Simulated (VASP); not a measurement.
Li2BrF, 4 atoms in the cell. The structure is tetragonal, space group P4/mmm (No. 123). The conventional cell has a = 3.552 Å, b = 3.552 Å, c = 4.823 Å, α = 90.00°, β = 90.00°, γ = 90.00°. Within 3.2 Å of F (site symmetry 4/mmm) lie 6 Li at 2.41 to 2.51 Å. Li (site symmetry 4/mmm) has 2 F at 2.41 Å and 4 Br at 2.51 Å within 3.2 Å. Within 3.2 Å of Li (site symmetry 4/mmm) lie 2 Br at 2.41 Å and 4 F at 2.51 Å. Br (site symmetry 4/mmm) has 6 Li at 2.41 to 2.51 Å within 3.2 Å. 

```yaml
Program: VASP 6.6.1
Task: single point
Functional: PBE
Potentials_or_basis: VASP PAW PBE potentials, release 64 (F, Li_sv, Br)
Cutoff: 520 eV
k_mesh: 4 × 4 × 4
Occupations: gaussian, width 0.01 eV
Spin: no spin polarisation
Dipole_correction: no
Further_INCAR_settings: ALGO = Normal; EDIFF = 1e-06; NBANDS = 18
```

Potentials or basis: VASP PAW PBE potentials, release 64 (F, Li_sv, Br).

Run with:

```sh
$ cat potpaw_PBE.64/F/POTCAR potpaw_PBE.64/Li_sv/POTCAR potpaw_PBE.64/Br/POTCAR > POTCAR
$ mpirun -np 1 vasp_std > vasp.out
```

Hardware: 1 thread of Intel Xeon 6975P-C, on a shared host.

Task: How long does it take, and how much memory?

Result: Run time: 32 s on 1 thread of Intel Xeon 6975P-C, with other jobs on the host, peak memory 0.18 GiB. Counts: scf iterations 13, k points 18.
